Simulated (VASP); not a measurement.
Tl:

```xyz
1
Lattice="-1.9560 1.9560 1.9560 1.9560 -1.9560 1.9560 1.9560 1.9560 -1.9560" Properties=species:S:1:pos:R:3 pbc="T T T"
Tl    0.0000    0.0000    0.0000
```

Base run:

```yaml
Program: VASP 6.6.1
Functional: PBE
Potentials_or_basis: VASP PAW PBE potentials, release 64 (Tl_d)
Cutoff: 520 eV
k_mesh: 10 × 10 × 10
Occupations: fermi-dirac, width 0.05 eV
Spin: no spin polarisation
```

Its results: pressure 1.3 GPa.

Problem. After a change of settings the same cell gave: pressure 0.2 GPa. Which change was it?
A. functional from PBE to r2SCAN; k mesh from 10 × 10 × 10 to 6 × 6 × 6
B. occupations from fermi-dirac, width 0.05 eV to gaussian, width 0.1 eV
C. functional from PBE to RPBE; cutoff from 520 eV to 500 eV; occupations from fermi-dirac, width 0.05 eV to methfessel-paxton, width 0.05 eV

Solution. A.

Caveats: some runs use coarse meshes; the PAW data sets were made with another functional, which shifts forces and pressure a little (some runs).
